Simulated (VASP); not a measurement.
# MnO (Fm-3m) in VASP: further runs, part 2 of 2

VASP 6.6.1. The steps go on from the part before.

**4. Single point, PBEsol+U, collinear spin, ferromagnetic start**

File INCAR:

```
PREC = Accurate ; ENCUT = 520
EDIFF = 1E-7 ; ISMEAR = -1
SIGMA = 0.03 ; LREAL = F
LASPH = T ; NELM = 150
ALGO = Normal ; ISIF = 2
LWAVE = F ; LCHARG = F
ISPIN = 2 ; MAGMOM = 4.7 4.7 0.19 0.19
LORBIT = 11 ; LMAXMIX = 4
LDAU = T ; LDAUTYPE = 2
LDAUL = 2 -1 ; LDAUU = 4.3 0
LDAUJ = 0 0 ; LDAUPRINT = 1
GGA = PS ; ISYM = 0
NBANDS = 31
```

File KPOINTS:

```
regular mesh
0
Gamma
  5 8 7
```

File POSCAR:

```
MnO
1.0
   -2.2210000000     -4.4420000000     -2.2210000000
   -2.2210000000      0.0000000000     -2.2210000000
    2.2210000000      0.0000000000     -2.2210000000
Mn O
2 2
Direct
    0.0000000000      0.0000000000      0.0000000000
    0.5000000000      0.0000000000      0.5000000000
    0.0000000000      0.5000000000      0.5000000000
    0.5000000000      0.5000000000      0.0000000000
```

Potentials or basis: VASP PAW PBE potentials, release 64 (Mn_pv, O).

Command:

```
> cat potpaw_PBE.64/Mn_pv/POTCAR potpaw_PBE.64/O/POTCAR > POTCAR
> mpirun -np 1 vasp_std > vasp.out
```

OUTCAR:

```text
PREC = Accurate
   ENCUT = 520
   EDIFF = 1E-7
   ISMEAR = -1
   LREAL = F
   LASPH = T
   NELM = 150
   ISIF = 2
   ISPIN = 2
   LORBIT = 11
   GGA = PS
   ISYM = 0

 ion  position               nearest neighbor table
   1  0.000  0.000  0.000-   3 2.22   3 2.22   3 2.22   4 2.22   3 2.22   4 2.22   2 3.14   2 3.14
                             2 3.14   2 3.14   2 3.14   2 3.14   2 3.14   2 3.14
   2  0.500  0.000  0.500-   4 2.22   4 2.22   3 2.22   4 2.22   4 2.22   3 2.22   1 3.14   1 3.14
                             1 3.14   1 3.14   1 3.14   1 3.14   1 3.14   1 3.14
   3  0.000  0.500  0.500-   1 2.22   1 2.22   1 2.22   2 2.22   1 2.22   2 2.22
   4  0.500  0.500  0.000-   2 2.22   2 2.22   1 2.22   2 2.22   2 2.22   1 2.22
[... 1906 lines left out ...]
    -2.221000000  0.000000000 -2.221000000    -0.225123818  0.225123818 -0.225123818
     2.221000000  0.000000000 -2.221000000     0.225123818  0.000000000 -0.225123818

 POSITION                                       TOTAL-FORCE (eV/Angst)
 -----------------------------------------------------------------------------------
      0.00000      0.00000      0.00000         0.000000     -0.000000      0.000000
      0.00000     -2.22100     -2.22100        -0.000000      0.000000      0.000000
      0.00000      0.00000     -2.22100         0.000000     -0.000000      0.000000
     -2.22100     -2.22100     -2.22100        -0.000000      0.000000     -0.000000
 -----------------------------------------------------------------------------------
    total drift:                               -0.000000     -0.000000      0.000000

  FREE ENERGIE OF THE ION-ELECTRON SYSTEM (eV)
  ---------------------------------------------------
  free  energy   TOTEN  =       -32.3280143737 eV

  energy  without entropy=      -32.3279027107  energy(sigma->0) =      -32.32795854

 total charge

# of ion       s       p       d       tot
------------------------------------------
    1        0.212   6.189   4.958  11.359
    2        0.212   6.189   4.958  11.359
    3        1.550   3.437   0.000   4.987
    4        1.550   3.437   0.000   4.987
--------------------------------------------------
tot          3.524  19.252   9.915  32.691

 magnetization (x)

# of ion       s       p       d       tot
------------------------------------------
    1        0.032   0.027   4.566   4.625
    2        0.032   0.027   4.566   4.625
    3        0.022   0.123   0.000   0.145
    4        0.022   0.123   0.000   0.145
--------------------------------------------------
tot          0.109   0.300   9.131   9.540
```

OSZICAR:

```text
N       E                     dE             d eps       ncg     rms          rms(c)
DAV:   1     0.447220066801E+03    0.44722E+03   -0.20849E+04 17844   0.150E+03
DAV:   2     0.286209648601E+00   -0.44693E+03   -0.41458E+03 18206   0.446E+02
DAV:   3    -0.330451171049E+02   -0.33331E+02   -0.32773E+02 19556   0.131E+02
DAV:   4    -0.335304031618E+02   -0.48529E+00   -0.48490E+00 18485   0.166E+01
DAV:   5    -0.335356680332E+02   -0.52649E-02   -0.52646E-02 20060   0.178E+00    0.195E+01
DAV:   6    -0.314264570397E+02    0.21092E+01   -0.16977E+01 21199   0.415E+01    0.189E+01
DAV:   7    -0.323119024507E+02   -0.88545E+00   -0.22099E+00 17672   0.145E+01    0.117E+01
DAV:   8    -0.322488061552E+02    0.63096E-01   -0.38970E-01 19398   0.459E+00    0.754E+00
DAV:   9    -0.323318472308E+02   -0.83041E-01   -0.64086E-02 18646   0.243E+00    0.110E+00
DAV:  10    -0.323275189758E+02    0.43283E-02   -0.17426E-02 19482   0.126E+00    0.244E-01
DAV:  11    -0.323279267472E+02   -0.40777E-03   -0.24833E-03 18653   0.341E-01    0.984E-02
DAV:  12    -0.323279951932E+02   -0.68446E-04   -0.65871E-05 19584   0.847E-02    0.398E-02
DAV:  13    -0.323280037812E+02   -0.85881E-05   -0.18483E-05 18907   0.474E-02    0.286E-02
DAV:  14    -0.323280143048E+02   -0.10524E-04   -0.26088E-06 18401   0.171E-02    0.664E-03
DAV:  15    -0.323280144223E+02   -0.11749E-06   -0.39736E-07 16986   0.507E-03    0.137E-03
DAV:  16    -0.323280143737E+02    0.48651E-07   -0.84595E-08 10737   0.323E-03
   1 F= -.32328014E+02 E0= -.32327959E+02  d E =-.111663E-03  mag=    10.0000
```

stdout:

```text
POSCAR found type information on POSCAR MnO
 POSCAR found :  2 types and       4 ions
 scaLAPACK will be used
 -----------------------------------------------------------------------------
|                                                                             |
|                                                                             |
[... 21 lines left out ...]
|     Results are often still useful ...                                      |
|                                                                             |
 -----------------------------------------------------------------------------

 POSCAR, INCAR and KPOINTS ok, starting setup
 FFT: planning ... GRIDC
 FFT: planning ... GRID_SOFT
 FFT: planning ... GRID
 WAVECAR not read
 entering main loop
```

It took 3.7 min on 1 thread of AMD EPYC 9R14 (Zen 4), shared host; peak memory 0.34 GiB.

What came out:

```
Free energy                                           : -32.3280 eV
Pressure                                              : 1.9 GPa
Band gap on the k mesh                                : 0.18 eV
Net moment                                            : 10.00 μB per cell
Site moments                                          : Mn +4.62; O +0.14 μB
Valence electrons inside the program's atomic spheres : Mn 11.36; O 4.99
```

Eigenvalues of the final occupation matrices:
| site | spin | trace | eigenvalues |
| --- | --- | --- | --- |
| site 1 d | 1 | 4.78 | 0.94 0.94 0.94 0.98 0.98 |
| site 1 d | 2 | 0.20 | 0.02 0.02 0.02 0.07 0.07 |
| site 2 d | 1 | 4.78 | 0.94 0.94 0.94 0.98 0.98 |
| site 2 d | 2 | 0.20 | 0.02 0.02 0.02 0.07 0.07 |

Caveat: semilocal functionals underestimate gaps, and a narrow one can read as zero; the PAW data sets were made with another functional, which shifts forces and pressure a little; the run started ferromagnetic, and an antiferromagnetic order may lie lower in energy. The state reached can hang on the start; a lower one may exist.
